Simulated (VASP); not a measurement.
# Ga15N15F (a cell with a defect) (V_Ga-F_N) in VASP: further runs

Ga15N15F (a cell with a defect) (V_Ga-F_N) is run at these levels: PBE; tasks: single point.

All numbers are computed with VASP 6.6.1; they aren't measurements. Logs are shortened: lines on timing, memory, paths and dates and some standing lists are left out, and cuts for length are marked.

### 1 The cell of the first run

The cell holds a defect, 31 atoms: a = 6.437 Å, b = 6.437 Å, c = 10.487 Å, α = 90.00°, β = 90.00°, γ = 120.00°.

### 2 Single point, PBE

INCAR reads:

```
SYSTEM = Ga15N15F
PREC = Accurate ; ENCUT = 520
EDIFF = 1E-6 ; ISMEAR = 0
SIGMA = 0.01 ; LREAL = Auto
LASPH = .True. ; NELM = 60
ALGO = Normal ; ISIF = 2
LWAVE = .False. ; LCHARG = .True.
GGA = PE ; LELF = .True.
LVHAR = .True. ; NBANDS = 160
NELECT = 278.0
```

KPOINTS reads:

```
Automatic mesh
0
Gamma
  1 1 1
  0.25 0.25 0.25
```

POSCAR reads:

```
Ga15N15F
1.0
    6.4372426888      0.0000000007      0.0000000000
   -3.2186213488      5.5748157007      0.0000000000
    0.0000000000      0.0000000000     10.4870679900
Ga F N
15 1 15
Direct
    0.3410043142      0.1691273330      0.2340932624
    0.1335078328      0.3451118245      0.5046336689
    0.3463522689      0.1725101047      0.7454782177
    0.1668426546      0.3355001201      0.9989632889
    0.3394479289      0.6682542898      0.2508396823
    0.1400203726      0.7974691106      0.5047245179
    0.3403331991      0.6688054128      0.7492189470
    0.1670338388      0.8352696783      0.9985535509
    0.8355087290      0.1655745789      0.2558421344
    0.8300824380      0.1685787470      0.7479199627
    0.6706303639      0.3377945498      0.9956035519
    0.8361690709      0.6679407999      0.2561570193
    0.6766596248      0.8397606167      0.4997802251
    0.8307153159      0.6592756159      0.7475436474
    0.6694066051      0.8367910356      1.0010374206
    0.3270892329      0.1650662165      0.4278876180
    0.1709395329      0.3357236566      0.1889832006
    0.3328848104      0.1684756512      0.9404633538
    0.1689844484      0.3335133010      0.6885998874
    0.3381268716      0.6694009819      0.4394328618
    0.1708379281      0.8329900141      0.1886303353
    0.3353277162      0.6690142216      0.9383596215
    0.1702025887      0.8350797925      0.6897270642
    0.8336395291      0.1604455536      0.4357045446
    0.6743570352      0.3370757217      0.1872538932
    0.8364855454      0.1676321925      0.9403721998
    0.6712489523      0.3345591185      0.6996641909
    0.8424909610      0.6866883688      0.4348989449
    0.6687148602      0.8337605233      0.1879194077
    0.8365949474      0.6726959353      0.9403124810
    0.6710445366      0.8347419772      0.6898717736
```

Potentials or basis: VASP PAW PBE potentials, release 64 (Ga_d, F, N).

Launch:

```console
$ cat potpaw_PBE.64/Ga_d/POTCAR potpaw_PBE.64/F/POTCAR potpaw_PBE.64/N/POTCAR > POTCAR
$ mpirun -np 1 vasp_std > vasp.out
```

OUTCAR:

```text
SYSTEM = Ga15N15F
   PREC = Accurate
   ENCUT = 520
   EDIFF = 1E-6
   ISMEAR = 0
   LREAL = Auto
   LASPH = .True.
   NELM = 60
   ISIF = 2
   GGA = PE
   NELECT = 278.0

 ion  position               nearest neighbor table
   1  0.341  0.169  0.234-  25 1.92  21 1.93  17 1.94  16 2.03
   2  0.134  0.345  0.505-  24 1.83  19 1.95  20 1.95  16 2.23   6 2.89
   3  0.346  0.173  0.745-  27 1.87  23 1.97  19 1.98  18 2.05
   4  0.167  0.336  0.999-  26 1.94  18 1.96  22 1.96  17 1.99
   5  0.339  0.668  0.251-  29 1.95  17 1.96  21 1.97  20 1.98
   6  0.140  0.797  0.505-  28 1.83  23 1.95  20 1.96  16 2.20   2 2.89
   7  0.340  0.669  0.749-  31 1.95  19 1.97  23 1.98  22 1.98
   8  0.167  0.835  0.999-  30 1.94  18 1.95  22 1.97  21 1.99
   9  0.836  0.166  0.256-  24 1.89  29 1.98  25 1.99  17 2.00
  10  0.830  0.169  0.748-  27 1.88  31 1.96  19 1.99  26 2.02
  11  0.671  0.338  0.996-  30 1.96  26 1.96  18 1.97  25 2.01
  12  0.836  0.668  0.256-  28 1.88  25 1.98  29 1.99  21 2.00
  13  0.677  0.840  0.500-  28 1.90  24 1.91  20 1.99  31 1.99
  14  0.831  0.659  0.748-  27 1.88  31 1.96  23 1.99  30 2.02
  15  0.669  0.837  0.001-  26 1.95  30 1.95  29 1.96  22 1.98
  16  0.327  0.165  0.428-   1 2.03   6 2.20   2 2.23
  17  0.171  0.336  0.189-   1 1.94   5 1.96   4 1.99   9 2.00
  18  0.333  0.168  0.940-   8 1.95   4 1.96  11 1.97   3 2.05
  19  0.169  0.334  0.689-   2 1.95   7 1.97   3 1.98  10 1.99
  20  0.338  0.669  0.439-   2 1.95   6 1.96   5 1.98  13 1.99
  21  0.171  0.833  0.189-   1 1.93   5 1.97   8 1.99  12 2.00
  22  0.335  0.669  0.938-   4 1.96   8 1.97  15 1.98   7 1.98
  23  0.170  0.835  0.690-   6 1.95   3 1.97   7 1.98  14 1.99
  24  0.834  0.160  0.436-   2 1.83   9 1.89  13 1.91
  25  0.674  0.337  0.187-   1 1.92  12 1.98   9 1.99  11 2.01
  26  0.836  0.168  0.940-   4 1.94  15 1.95  11 1.96  10 2.02
  27  0.671  0.335  0.700-   3 1.87  14 1.88  10 1.88
  28  0.842  0.687  0.435-   6 1.83  12 1.88  13 1.90
  29  0.669  0.834  0.188-   5 1.95  15 1.96   9 1.98  12 1.99
  30  0.837  0.673  0.940-   8 1.94  15 1.95  11 1.96  14 2.02
  31  0.671  0.835  0.690-   7 1.95  10 1.96  14 1.96  13 1.99

  LATTYP: Found a hexagonal cell.
 ALAT       =     6.4372426888
 C/A-ratio  =     1.6291242224

  Lattice vectors:

 A1 = (   6.4372426888,   0.0000000007,   0.0000000000)
 A2 = (  -3.2186213488,   5.5748157007,   0.0000000000)
 A3 = (   0.0000000000,   0.0000000000,  10.4870679900)

Analysis of symmetry for initial positions (statically):
=====================================================================
 Subroutine PRICEL returns:
 Original cell was already a primitive cell.

 Routine SETGRP: Setting up the symmetry group for a
 hexagonal supercell.

 Subroutine GETGRP returns: Found  1 space group operations
 (whereof  1 operations were pure point group operations)
 out of a pool of 24 trial point group operations.

The static configuration has the point symmetry C_1 .

Analysis of symmetry for dynamics (positions and initial velocities):
=====================================================================
 Subroutine PRICEL returns:
 Original cell was already a primitive cell.

 Routine SETGRP: Setting up the symmetry group for a
 hexagonal supercell.

 Subroutine GETGRP returns: Found  1 space group operations
 (whereof  1 operations were pure point group operations)
 out of a pool of 24 trial point group operations.

The dynamic configuration has the point symmetry C_1 .

 Subroutine INISYM returns: Found  1 space group operations
 (whereof  1 operations are pure point group operations),
 and found     1 'primitive' translations

----------------------------------------------------------------------------------------

                                     Primitive cell

  volume of cell :     376.3436

  direct lattice vectors                    reciprocal lattice vectors
     6.437242689  0.000000001  0.000000000     0.155346015  0.089689064  0.000000000
    -3.218621349  5.574815701  0.000000000    -0.000000000  0.179378127  0.000000000
     0.000000000  0.000000000 10.487067990     0.000000000  0.000000000  0.095355537

  length of vectors
     6.437242689  6.437242693 10.487067990     0.179378127  0.179378127  0.095355537

  position of ions in fractional coordinates (direct lattice)
     0.341004314  0.169127333  0.234093262
     0.133507833  0.345111825  0.504633669
     0.346352269  0.172510105  0.745478218
     0.166842655  0.335500120  0.998963289
     0.339447929  0.668254290  0.250839682
     0.140020373  0.797469111  0.504724518
[... 23 lines left out ...]
     0.836594947  0.672695935  0.940312481
     0.671044537  0.834741977  0.689871774

  ion indices of the primitive-cell ions
   primitive index   ion index
                 1           1
                 2           2
                 3           3
                 4           4
                 5           5
                 6           6
[... 23 lines left out ...]
                30          30
                31          31

----------------------------------------------------------------------------------------

 KPOINTS: Automatic mesh

Automatic generation of k-mesh.
 Grid dimensions read from file:
 generate k-points for:    1    1    1

 Generating k-lattice:

  Cartesian coordinates                     Fractional coordinates (reciprocal lattice)
     0.155346015  0.089689064  0.000000000     1.000000000  0.000000000  0.000000000
    -0.000000000  0.179378127  0.000000000    -0.000000000  1.000000000  0.000000000
     0.000000000  0.000000000  0.095355537     0.000000000  0.000000000  1.000000000

  Length of vectors
     0.179378127  0.179378127  0.095355537

  Shift w.r.t. Gamma in fractional coordinates (k-lattice)
     0.250000000  0.250000000  0.250000000

 Subroutine IBZKPT returns following result:
 ===========================================

 Found      6 irreducible k-points:

 Following reciprocal coordinates:
            Coordinates               Weight
  0.250000  0.250000  0.250000      2.000000
 -0.250000  0.500000  0.250000      2.000000
  0.500000  0.250000  0.250000      2.000000
 -0.250000 -0.250000  0.250000      2.000000
  0.250000  0.500000  0.250000      2.000000
  0.500000 -0.250000  0.250000      2.000000
   k-points           NKPTS =      6   k-points in BZ     NKDIM =      6   number of bands    NBANDS=    160
   number of dos      NEDOS =    301   number of ions     NIONS =     31
   total plane-waves  NPLWV = 184320
   dimension x,y,z NGX =    48 NGY =   48 NGZ =   80
   dimension x,y,z NGXF=    96 NGYF=   96 NGZF=  160
   ions per type =              15   1  15
   NGX,Y,Z   is equivalent  to a cutoff of  12.40, 12.40, 12.68 a.u.
   NGXF,Y,Z  is equivalent  to a cutoff of  24.79, 24.79, 25.36 a.u.
 SYSTEM =  Ga15N15F
   PREC   = accura    normal or accurate (medium, high low for compatibility)
   ISTART =      0    job   : 0-new  1-cont  2-samecut
   ICHARG =      2    charge: 1-file 2-atom 10-const
   ISPIN  =      1    spin polarized calculation?
   LNONCOLLINEAR =      F non collinear calculations
   LSORBIT =      F    spin-orbit coupling
   LASPH  =      T    aspherical Exc in radial PAW
   ENCUT  =  520.0 eV  38.22 Ry    6.18 a.u.  11.97 11.97 19.50*2*pi/ulx,y,z
   NELM   =     60;   NELMIN=  2; NELMDL= -5     # of ELM steps
   EDIFF  = 0.1E-05   stopping-criterion for ELM
   LREAL  =      T    real-space projection
   EDIFFG = 0.1E-04   stopping-criterion for IOM
   NSW    =      0    number of steps for IOM
[... 5 lines left out ...]
   TEBEG  =    0.0;   TEEND  =   0.0 temperature during run
   PSTRESS=    0.0 pullay stress
   NELECT =     278.0000    total number of electrons
   NUPDOWN=      -1.0000    fix difference up-down
   EMIN   =  10.00;   EMAX   =-10.00  energy-range for DOS
   EFERMI =   0.00;   METHOD = LEGACY
   ISMEAR =     0;   SIGMA  =   0.01  broadening in eV -4-tet -1-fermi 0-gaus
   EFERMI_NEDOS =   21; number of points for ismear=-14 and -15
   IALGO  =     38    algorithm
   IMIX   =      4    mixing-type and parameters
     AMIX     =   0.40;   BMIX     =  1.00
     AMIX_MAG =   1.60;   BMIX_MAG =  1.00
  volume/ion in A,a.u.               =      12.14        81.93
  Fermi-wavevector in a.u.,A,eV,Ry     =   1.479886  2.796579 29.797611  2.190063
  Thomas-Fermi vector in A             =   2.593988
   LORBIT       =      0    0 simple, 1 ext, 2 COOP (PROOUT), +10 PAW based schemes
   GGA     = PE    functional components
   LHFCALC =     F    Hartree Fock is set to
   AEXX    =    0.0000 exact exchange contribution
   IVDW    =     0    specifies the selected vdW correction
   LEPSILON=     F    determine dielectric tensor
   LRPA    =     F    only Hartree local field effects (RPA)
 non-spin polarized calculation
 Gauss-broadening in eV      SIGMA  =   0.01
  energy-cutoff  :      520.00
  volume of cell :      376.34
 maximum number of plane-waves:     10144
   NGX = 23   NGY = 23   NGZ = 39

 number of electron     277.9999993 magnetization

 Free energy of the ion-electron system (eV)
  ---------------------------------------------------
  ext. energy  EPLUGINS =         0.00000000
  ---------------------------------------------------
  free energy    TOTEN  =      -181.82051792 eV

  energy without entropy =     -181.82051792  energy(sigma->0) =     -181.82051792

 E-fermi :   5.2853     XC(G=0): -11.2708

 val. band max:        5.2139873821   @ k =   0.5000   0.2500   0.2500
 cond. band min:       8.0717093123   @ k =   0.5000  -0.2500   0.2500
 fundamental gap:      2.8577219303
 Fermi energy:         5.2852637333

 k-point     1 :       0.2500    0.2500    0.2500
  band No.  band energies     occupation
      1     -19.2248      2.00000
      2     -11.0412      2.00000
      3     -10.8616      2.00000
      4     -10.7846      2.00000
      5     -10.7524      2.00000
      6     -10.7094      2.00000
[... 143 lines left out ...]
    150      10.3875      0.00000
    151      10.5492      0.00000

 k-point     2 :      -0.2500    0.5000    0.2500
  band No.  band energies     occupation
      1     -19.2247      2.00000
      2     -11.0387      2.00000
      3     -10.8664      2.00000
      4     -10.8169      2.00000
      5     -10.7304      2.00000
      6     -10.6993      2.00000
[... 759 lines left out ...]
    150      10.3754      0.00000
    151      10.5338      0.00000
 [bands above 151 left out]

------------------------ aborting loop because EDIFF is reached ----------------------------------------

  FORCE on cell =-STRESS in cart. coord.  units (eV):
  Direction    XX          YY          ZZ          XY          YZ          ZX
  --------------------------------------------------------------------------------------
  -------------------------------------------------------------------------------------
  Total        7.3764664      9.0266677     14.6674313     -1.2708462     -0.1140473     -0.3496345
  in kB       31.4032407     38.4285112     62.4424828     -5.4102718     -0.4855244     -1.4884712
  external PRESSURE =      44.0914116 kB  Pullay stress =       0.0000000 kB

 VOLUME and BASIS-vectors are now :
 -----------------------------------------------------------------------------
  energy-cutoff  :      520.00
  volume of cell :      376.34
      direct lattice vectors                 reciprocal lattice vectors
     6.437242689  0.000000001  0.000000000     0.155346015  0.089689064  0.000000000
    -3.218621349  5.574815701  0.000000000    -0.000000000  0.179378127  0.000000000
     0.000000000  0.000000000 10.487067990     0.000000000  0.000000000  0.095355537

 POSITION                                       TOTAL-FORCE (eV/Angst)
 -----------------------------------------------------------------------------------
      1.65077      0.94285      2.45495        -0.031957      0.010532     -0.055879
     -0.25136      1.92393      5.29213        -0.047697     -0.021130     -0.013296
      1.67431      0.96171      7.81788        -0.017118      0.069663     -0.008226
     -0.00584      1.87035     10.47620         0.054319     -0.025394     -0.000641
      0.03425      3.72539      2.63057        -0.059830      0.039782     -0.003408
     -1.66541      4.44574      5.29308         0.008899     -0.081344      0.017865
[... 23 lines left out ...]
      3.22021      3.75016      9.86112         0.018665      0.000059     -0.007992
      1.63296      4.65353      7.23473         0.010315     -0.021266      0.049594
 -----------------------------------------------------------------------------------
    total drift:                               -0.005105     -0.004448      0.000238

  FREE ENERGIE OF THE ION-ELECTRON SYSTEM (eV)
  ---------------------------------------------------
  free  energy   TOTEN  =      -181.8205179167 eV

  energy  without entropy=     -181.8205179167  energy(sigma->0) =     -181.82051792
```

Run time: 11 min. Hardware: 1 thread of Intel Xeon 6975P-C (Granite Rapids), shared host; peak memory 0.55 GiB.

What came out:

* Free energy: -181.8205 eV
* Largest force: 0.161 eV/Å

Forces on the atoms (eV/Å):
```
Ga  -0.032  0.011 -0.056
Ga  -0.048 -0.021 -0.013
Ga  -0.017  0.070 -0.008
Ga   0.054 -0.025 -0.001
Ga  -0.060  0.040 -0.003
Ga   0.009 -0.081  0.018
Ga  -0.034  0.026  0.014
Ga   0.056 -0.011  0.008
Ga  -0.060  0.040  0.067
Ga  -0.068  0.041  0.006
Ga   0.050 -0.044 -0.008
Ga  -0.044  0.033 -0.008
Ga   0.022 -0.003  0.000
Ga  -0.078 -0.001 -0.014
Ga   0.051 -0.024  0.003
F   -0.021 -0.003  0.054
N   -0.025  0.012  0.011
N   -0.002 -0.028 -0.020
N    0.032  0.008  0.023
N   -0.010  0.042 -0.019
N    0.035  0.013 -0.003
N   -0.008  0.002 -0.004
N    0.019 -0.009 -0.109
N    0.144  0.057 -0.043
N   -0.013 -0.038 -0.013
N    0.014  0.000  0.041
N   -0.039  0.001  0.013
N    0.035 -0.071  0.036
N    0.008 -0.013 -0.013
N    0.019  0.000 -0.008
N    0.010 -0.021  0.050
```

Levels at points of the mesh, in eV from the Fermi level:
```
           k point  band 137  band 138  band 139  band 140  band 141  band 142
(0.25, 0.25, 0.25)     -1.25     -0.43     -0.08      2.79      3.50      3.76
```

Caveat: the k points lie up to 1.13 Å⁻¹ apart; the cell carries a net charge on a neutralising background, which shifts energy and pressure; the cell is charged against a uniform background, so pressure and absolute levels hang on convention.

(Continued in part 2 of 2.)
